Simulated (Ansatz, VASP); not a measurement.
# Two plane-wave programs on Se

```
CELL_PARAMETERS angstrom
4.21357 0.00000 0.00000
-2.10679 3.64906 0.00000
0.00000 0.00000 4.77988
ATOMIC_POSITIONS crystal
Se 0.20126 0.00000 0.33333
Se 0.00000 0.20126 0.66667
Se 0.79874 0.79874 0.00000
```

Alike in both runs: task single point; functional PBE; dispersion D3(BJ); k mesh 9 × 9 × 8; occupations gaussian, width 0.05 eV; no spin polarisation.

|  | VASP | Ansatz |
| --- | --- | --- |
| version | VASP 6.6.1 | Ansatz 0.2.0 |
| potentials or method | VASP PAW PBE potentials, release 64 (Se), cutoff 520 eV | scalar-relativistic, plane waves, PAW |
| valence electrons in the cell | 18 | 48 |

Ansatz gave:

- gap on the k mesh at the Fermi level (eV): 0.83
- least direct gap on the mesh (eV): 1.15
- pressure (GPa): 19.0
- traceless stress, the component that is largest in VASP (GPa): 9.51
- rms of the force components (eV/Å): 2.711

**Question.** Estimate VASP's values.

**Answer.** gap on the k mesh at the Fermi level (eV): 0.80; least direct gap on the mesh (eV): 1.12; pressure (GPa): 19.4; traceless stress, the component that is largest in VASP (GPa): 9.78; rms of the force components (eV/Å): 2.776.

Atom by atom the forces differ by 0.064 eV/Å (rms over components). VASP's potentials hold 18 valence electrons a cell and Ansatz's 48, so a difference there can come from the potentials and not from the codes.
